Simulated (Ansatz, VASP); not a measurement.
**Two plane-wave programs on Cd**

```
Cd
1.0
     0.00000    2.21815    2.25142
     2.21815    0.00000    2.25142
     2.21815    2.21815    0.00000
Cd
1
Direct
  0.00000 0.00000 0.00000
```

Change from the starting cell: strain +0.000 along x and y, +0.015 along z, atoms carried along.

Alike in both runs: task single point; functional PBEsol; k mesh 18 × 18 × 18; occupations gaussian, width 0.15 eV; no spin polarisation.

|  | VASP | Ansatz |
| --- | --- | --- |
| version | VASP 6.6.1 | Ansatz 0.2.0 |
| potentials or method | VASP PAW PBE potentials, release 64 (Cd), cutoff 520 eV | scalar-relativistic, plane waves, PAW |
| valence electrons in the cell | 12 | 20 |

|  | VASP | Ansatz | Ansatz less VASP |
| --- | --- | --- | --- |
| gap on the k mesh at the Fermi level (eV) | none | none | - |
| pressure (GPa) | -2.5 | -2.8 | -0.26 |
| traceless stress, the component that is largest in VASP (GPa) | -0.32 | -0.32 | +0.003 |

VASP's potentials were made for PBE, not for PBEsol. A gap of «none» marks a metal or a gap that the smearing closes. With one functional, cell and mesh, what is left measures potentials, basis and numerics. VASP's potentials hold 12 valence electrons a cell and Ansatz's 20, so a difference there can come from the potentials and not from the codes.
